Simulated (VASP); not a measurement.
# Cl (Cmce) in VASP: settings compared

Aim: see how the results for Cl move with the level of theory and the settings. Levels: PBEsol, LDA. Tasks: single point.

Everything below comes from runs of VASP 6.6.1. Logs are shortened: lines on timing, memory, paths and dates and some standing lists are left out, and cuts for length are marked.

## 1. The cell of the first run

The structure is orthorhombic, space group Cmce (No. 64). The conventional cell has a = 6.290 Å, b = 4.500 Å, c = 8.210 Å, α = 90.00°, β = 90.00°, γ = 90.00°. Cl (site symmetry m) has 1 Cl at 2.02 Å within 2.7 Å.

## 2. Single point, PBEsol

Contents of INCAR:

```
  PREC = Accurate
  ENCUT = 520
  EDIFF = 1E-7
  ISMEAR = -1
  SIGMA = 0.05
  LREAL = F
  LASPH = T
  NELM = 60
  ALGO = Normal
  ISIF = 2
  LWAVE = F
  LCHARG = F
  GGA = PS
  NBANDS = 22
```

Contents of KPOINTS:

```
Automatic mesh
0
Gamma
  7 7 4
```

Contents of POSCAR:

```
Cl
1.0
    3.1450000000     -2.2500000000      0.0000000000
    3.1450000000      2.2500000000      0.0000000000
    0.0000000000      0.0000000000      8.2100000000
Cl
4
Direct
    0.3700000000      0.6300000000      0.4000000000
    0.1300000000      0.8700000000      0.9000000000
    0.6300000000      0.3700000000      0.6000000000
    0.8700000000      0.1300000000      0.1000000000
```

Potentials or basis: VASP PAW PBE potentials, release 64 (Cl).

Run with:

```
cat potpaw_PBE.64/Cl/POTCAR > POTCAR
mpirun -np 1 vasp_std > vasp.out
```

OUTCAR:

```text
PREC = Accurate
   ENCUT = 520
   EDIFF = 1E-7
   ISMEAR = -1
   LREAL = F
   LASPH = T
   NELM = 60
   ISIF = 2
   GGA = PS

 ion  position               nearest neighbor table
   1  0.370  0.630  0.400-   3 2.02
   2  0.130  0.870  0.900-   4 2.02
   3  0.630  0.370  0.600-   1 2.02
   4  0.870  0.130  0.100-   2 2.02

  LATTYP: Found a base centered orthorhombic cell.
 ALAT       =     4.5000000000
 B/A-ratio  =     1.3977777778
 C/A-ratio  =     1.8244444444

  Lattice vectors:

 A1 = (  -3.1450000000,  -2.2500000000,   0.0000000000)
 A2 = (   3.1450000000,  -2.2500000000,   0.0000000000)
 A3 = (   0.0000000000,   0.0000000000,   8.2100000000)

Analysis of symmetry for initial positions (statically):
=====================================================================
 Subroutine PRICEL returns:
 Original cell was already a primitive cell.

 Routine SETGRP: Setting up the symmetry group for a
 base centered orthorhombic supercell.

 Subroutine GETGRP returns: Found  8 space group operations
 (whereof  4 operations were pure point group operations)
 out of a pool of  8 trial point group operations.

The static configuration has the point symmetry C_2h.
 The point group associated with its full space group is D_2h.

Analysis of symmetry for dynamics (positions and initial velocities):
=====================================================================
 Subroutine PRICEL returns:
 Original cell was already a primitive cell.

 Routine SETGRP: Setting up the symmetry group for a
 base centered orthorhombic supercell.

 Subroutine GETGRP returns: Found  8 space group operations
 (whereof  4 operations were pure point group operations)
 out of a pool of  8 trial point group operations.

The dynamic configuration has the point symmetry C_2h.
 The point group associated with its full space group is D_2h.

 Subroutine INISYM returns: Found  8 space group operations
 (whereof  4 operations are pure point group operations),
 and found     1 'primitive' translations

----------------------------------------------------------------------------------------

                                     Primitive cell

  volume of cell :     116.1920

  direct lattice vectors                    reciprocal lattice vectors
     3.145000000 -2.250000000  0.000000000     0.158982512 -0.222222222  0.000000000
     3.145000000  2.250000000  0.000000000     0.158982512  0.222222222  0.000000000
     0.000000000  0.000000000  8.210000000     0.000000000  0.000000000  0.121802680

  length of vectors
     3.866978795  3.866978795  8.210000000     0.273236445  0.273236445  0.121802680

  position of ions in fractional coordinates (direct lattice)
     0.370000000  0.630000000  0.400000000
     0.130000000  0.870000000  0.900000000
     0.630000000  0.370000000  0.600000000
     0.870000000  0.130000000  0.100000000

  ion indices of the primitive-cell ions
   primitive index   ion index
                 1           1
                 2           2
                 3           3
                 4           4

----------------------------------------------------------------------------------------

 KPOINTS: Automatic mesh

Automatic generation of k-mesh.
 Grid dimensions read from file:
 generate k-points for:    7    7    4

 Generating k-lattice:

  Cartesian coordinates                     Fractional coordinates (reciprocal lattice)
     0.022711787 -0.031746032  0.000000000     0.142857143  0.000000000  0.000000000
     0.022711787  0.031746032  0.000000000     0.000000000  0.142857143  0.000000000
     0.000000000  0.000000000  0.030450670     0.000000000  0.000000000  0.250000000

  Length of vectors
     0.039033778  0.039033778  0.030450670

  Shift w.r.t. Gamma in fractional coordinates (k-lattice)
     0.000000000  0.000000000  0.000000000

 Subroutine IBZKPT returns following result:
 ===========================================

 Found     48 irreducible k-points:

 Following reciprocal coordinates:
            Coordinates               Weight
  0.000000  0.000000  0.000000      1.000000
  0.142857  0.000000  0.000000      4.000000
  0.285714 -0.000000  0.000000      4.000000
  0.428571 -0.000000  0.000000      4.000000
  0.142857  0.142857  0.000000      2.000000
  0.285714  0.142857  0.000000      4.000000
[... 16 lines left out ...]
  0.428571  0.142857  0.250000      8.000000
 -0.428571  0.142857  0.250000      8.000000
 [... further k-points ...]
   k-points           NKPTS =     48   k-points in BZ     NKDIM =     48   number of bands    NBANDS=     22
   number of dos      NEDOS =    301   number of ions     NIONS =      4
   total plane-waves  NPLWV =  57600
   dimension x,y,z NGX =    30 NGY =   30 NGZ =   64
   dimension x,y,z NGXF=    60 NGYF=   60 NGZF=  128
   ions per type =               4
   NGX,Y,Z   is equivalent  to a cutoff of  12.90, 12.90, 12.96 a.u.
   NGXF,Y,Z  is equivalent  to a cutoff of  25.79, 25.79, 25.92 a.u.
 SYSTEM =  unknown system
   PREC   = accura    normal or accurate (medium, high low for compatibility)
   ISTART =      0    job   : 0-new  1-cont  2-samecut
   ICHARG =      2    charge: 1-file 2-atom 10-const
   ISPIN  =      1    spin polarized calculation?
   LNONCOLLINEAR =      F non collinear calculations
   LSORBIT =      F    spin-orbit coupling
   LASPH  =      T    aspherical Exc in radial PAW
   ENCUT  =  520.0 eV  38.22 Ry    6.18 a.u.   7.19  7.19 15.27*2*pi/ulx,y,z
   NELM   =     60;   NELMIN=  2; NELMDL= -5     # of ELM steps
   EDIFF  = 0.1E-06   stopping-criterion for ELM
   LREAL  =      F    real-space projection
   EDIFFG = 0.1E-05   stopping-criterion for IOM
   NSW    =      0    number of steps for IOM
   IBRION =     -1    ionic relax: 0-MD 1-quasi-New 2-CG
   NFREE  =      0    steps in history (QN), initial steepest desc. (CG)
   ISIF   =      2    stress and relaxation
   ISYM   =      2    0-nonsym 1-usesym 2-fastsym
   POTIM  = 0.5000    time-step for ionic-motion
   TEBEG  =    0.0;   TEEND  =   0.0 temperature during run
   PSTRESS=    0.0 pullay stress
   NELECT =      28.0000    total number of electrons
   NUPDOWN=      -1.0000    fix difference up-down
   EMIN   =  10.00;   EMAX   =-10.00  energy-range for DOS
   EFERMI =   0.00;   METHOD = LEGACY
   ISMEAR =    -1;   SIGMA  =   0.05  broadening in eV -4-tet -1-fermi 0-gaus
   EFERMI_NEDOS =   21; number of points for ismear=-14 and -15
   IALGO  =     38    algorithm
   IMIX   =      4    mixing-type and parameters
     AMIX     =   0.40;   BMIX     =  1.00
     AMIX_MAG =   1.60;   BMIX_MAG =  1.00
  volume/ion in A,a.u.               =      29.05       196.03
  Fermi-wavevector in a.u.,A,eV,Ry     =   1.018753  1.925163 14.120900  1.037857
  Thomas-Fermi vector in A             =   2.152228
   LORBIT       =      0    0 simple, 1 ext, 2 COOP (PROOUT), +10 PAW based schemes
   GGA     = PS    functional components
   LHFCALC =     F    Hartree Fock is set to
   AEXX    =    0.0000 exact exchange contribution
   IVDW    =     0    specifies the selected vdW correction
   LEPSILON=     F    determine dielectric tensor
   LRPA    =     F    only Hartree local field effects (RPA)
 non-spin polarized calculation
  energy-cutoff  :      520.00
  volume of cell :      116.19
 maximum number of plane-waves:      3157
 NGX is ok and might be reduce to    30
   NGX = 15   NGY = 15   NGZ = 31

 number of electron      27.9999999 magnetization

 Free energy of the ion-electron system (eV)
  ---------------------------------------------------
  ext. energy  EPLUGINS =         0.00000000
  ---------------------------------------------------
  free energy    TOTEN  =        -7.96656576 eV

  energy without entropy =       -7.96656576  energy(sigma->0) =       -7.96656576

 E-fermi :   0.5642     XC(G=0):  -7.9188

 val. band max:       -0.6393302558   @ k =  -0.4286   0.4286   0.0000
 cond. band min:       1.8404133190   @ k =   0.1429   0.0000   0.0000
 fundamental gap:      2.4797435748
 Fermi energy:         0.5641518170

 k-point     1 :       0.0000    0.0000    0.0000
  band No.  band energies     occupation
      1     -17.2296      2.00000
      2     -17.0247      2.00000
      3     -13.2235      2.00000
      4     -12.6748      2.00000
      5      -5.9692      2.00000
      6      -5.1531      2.00000
[... 14 lines left out ...]
     21       9.4594      0.00000
     22       9.7809      0.00000

 k-point     2 :       0.1429    0.0000    0.0000
  band No.  band energies     occupation
      1     -17.1935      2.00000
      2     -17.0071      2.00000
      3     -13.1995      2.00000
      4     -12.7086      2.00000
      5      -5.9649      2.00000
      6      -5.1971      2.00000
[... 14 lines left out ...]
     21       9.3584      0.00000
     22       9.8348      0.00000

 k-point     3 :       0.2857   -0.0000    0.0000
  band No.  band energies     occupation
      1     -17.1043      2.00000
      2     -16.9725      2.00000
      3     -13.1340      2.00000
      4     -12.8000      2.00000
      5      -5.9333      2.00000
      6      -5.3433      2.00000
[... 14 lines left out ...]
     21       9.5854      0.00000
     22      10.2972      0.00000

 k-point     4 :       0.4286   -0.0000    0.0000
  band No.  band energies     occupation
      1     -17.0111      2.00000
      2     -16.9633      2.00000
      3     -13.0383      2.00000
      4     -12.9209      2.00000
      5      -5.8177      2.00000
      6      -5.5890      2.00000
[... 14 lines left out ...]
     21       9.9420      0.00000
     22      10.5601      0.00000

 k-point     5 :       0.1429    0.1429    0.0000
  band No.  band energies     occupation
      1     -17.1870      2.00000
      2     -16.9926      2.00000
      3     -13.1917      2.00000
      4     -12.6802      2.00000
      5      -5.9442      2.00000
      6      -5.1919      2.00000
[... 14 lines left out ...]
     21       9.9417      0.00000
     22       9.9578      0.00000

 k-point     6 :       0.2857    0.1429    0.0000
  band No.  band energies     occupation
      1     -17.1217      2.00000
      2     -16.9554      2.00000
      3     -13.1453      2.00000
      4     -12.7216      2.00000
      5      -5.9169      2.00000
      6      -5.2682      2.00000
[... 14 lines left out ...]
     21       9.5041      0.00000
     22       9.9552      0.00000

 k-point     7 :       0.4286    0.1429    0.0000
  band No.  band energies     occupation
      1     -17.0357      2.00000
      2     -16.9318      2.00000
      3     -13.0760      2.00000
      4     -12.8251      2.00000
      5      -5.8554      2.00000
      6      -5.4451      2.00000
[... 324 lines left out ...]
      6      -5.5733      2.00000
[... 14 lines left out ...]
     21       9.5634      0.00000
     22      10.3330      0.00000

 k-point    21 :       0.1429    0.1429    0.2500
  band No.  band energies     occupation
      1     -17.1606      2.00000
      2     -17.0233      2.00000
      3     -13.1174      2.00000
      4     -12.7561      2.00000
      5      -5.8516      2.00000
      6      -5.3300      2.00000
[... 14 lines left out ...]
     21       9.8569      0.00000
     22      10.0394      0.00000

 k-point    22 :       0.2857    0.1429    0.2500
  band No.  band energies     occupation
      1     -17.0988      2.00000
      2     -16.9814      2.00000
      3     -13.0836      2.00000
      4     -12.7842      2.00000
      5      -5.8354      2.00000
      6      -5.3811      2.00000
[... 14 lines left out ...]
     21       9.6358      0.00000
     22      10.0518      0.00000

 k-point    23 :       0.4286    0.1429    0.2500
  band No.  band energies     occupation
      1     -17.0211      2.00000
      2     -16.9476      2.00000
      3     -13.0396      2.00000
      4     -12.8623      2.00000
      5      -5.7865      2.00000
      6      -5.4832      2.00000
[... 14 lines left out ...]
     21       9.6715      0.00000
     22       9.8615      0.00000

 k-point    24 :      -0.4286    0.1429    0.2500
  band No.  band energies     occupation
      1     -16.9741      2.00000
      2     -16.9613      2.00000
      3     -12.9862      2.00000
      4     -12.9609      2.00000
      5      -5.6668      2.00000
      6      -5.6410      2.00000
[... 14 lines left out ...]
     21       9.7479      0.00000
     22      10.0643      0.00000

 [... further k-points ...]

------------------------ aborting loop because EDIFF is reached ----------------------------------------

  FORCE on cell =-STRESS in cart. coord.  units (eV):
  Direction    XX          YY          ZZ          XY          YZ          ZX
  --------------------------------------------------------------------------------------
  -------------------------------------------------------------------------------------
  Total        0.1028942     -1.0259200     -1.5976053      0.0000000      0.0000000      0.0000000
  in kB        1.4188130    -14.1464589    -22.0294554      0.0000000      0.0000000      0.0000000
  external PRESSURE =     -11.5857004 kB  Pullay stress =       0.0000000 kB

 VOLUME and BASIS-vectors are now :
 -----------------------------------------------------------------------------
  energy-cutoff  :      520.00
  volume of cell :      116.19
      direct lattice vectors                 reciprocal lattice vectors
     3.145000000 -2.250000000  0.000000000     0.158982512 -0.222222222  0.000000000
     3.145000000  2.250000000  0.000000000     0.158982512  0.222222222  0.000000000
     0.000000000  0.000000000  8.210000000     0.000000000  0.000000000  0.121802680

 POSITION                                       TOTAL-FORCE (eV/Angst)
 -----------------------------------------------------------------------------------
      3.14500      0.58500      3.28400         0.000000     -0.247812      0.181507
      3.14500      1.66500      7.38900         0.000000      0.247812      0.181507
      3.14500     -0.58500      4.92600         0.000000      0.247812     -0.181507
      3.14500     -1.66500      0.82100         0.000000     -0.247812     -0.181507
 -----------------------------------------------------------------------------------
    total drift:                                0.000000     -0.000000      0.000000

  FREE ENERGIE OF THE ION-ELECTRON SYSTEM (eV)
  ---------------------------------------------------
  free  energy   TOTEN  =        -7.9665657629 eV

  energy  without entropy=       -7.9665657628  energy(sigma->0) =       -7.96656576
```

It took 88 s on 1 thread of Intel Xeon Platinum 8259CL at 2.50GHz (Skylake/Cascade Lake), shared host; peak memory 0.26 GiB.

What came out:

* Free energy: -7.9666 eV
* Pressure: -1.2 GPa
* Largest force: 0.307 eV/Å
* Band gap on the k mesh: 2.48 eV, indirect (least direct gap 2.54 eV)

Forces on the atoms (eV/Å):
```
Cl   0.000 -0.248  0.182
Cl   0.000  0.248  0.182
Cl   0.000  0.248 -0.182
Cl   0.000 -0.248 -0.182
```

Caveat: the PAW data sets were made with another functional, which shifts forces and pressure a little. A k mesh can miss the band edges.

(Continued in part 2 of 2.)
